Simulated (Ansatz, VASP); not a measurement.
**One calculation of MoS2, two programs**

```
CELL_PARAMETERS angstrom
-3.14143 0.00000 0.00000
-1.57072 -2.72056 0.00000
-1.96355 -1.13366 12.57882
ATOMIC_POSITIONS crystal
Mo 0.22916 0.22916 0.25000
Mo 0.35414 0.35414 0.75000
S 0.07246 0.07246 0.62605
S 0.61414 0.61414 0.12605
S 0.96916 0.96916 0.87395
S 0.51084 0.51084 0.37395
```

Alike in both runs: task single point; functional PBEsol; k mesh 10 × 10 × 2; occupations gaussian, width 0.05 eV; no spin polarisation.

|  | VASP | Ansatz |
| --- | --- | --- |
| version | VASP 6.6.1 | Ansatz 0.2.0 |
| potentials or method | VASP PAW PBE potentials, release 64 (Mo_sv, S), cutoff 520 eV | scalar-relativistic, plane waves, PAW |
| valence electrons in the cell | 52 | 52 |

Ansatz gave:

```
gap on the k mesh at the Fermi level (eV)                     : 1.02
least direct gap on the mesh (eV)                             : 1.98
pressure (GPa)                                                : 0.2
traceless stress, the component that is largest in VASP (GPa) : 0.19
rms of the force components (eV/Å)                            : 0.024
```

Problem. Estimate VASP's values.

Solution. gap on the k mesh at the Fermi level (eV): 1.04; least direct gap on the mesh (eV): 1.99; pressure (GPa): 0.2; traceless stress, the component that is largest in VASP (GPa): 0.19; rms of the force components (eV/Å): 0.024.

VASP's potentials were made for PBE, not for PBEsol. Atom by atom the forces differ by 0.000 eV/Å (rms over components).
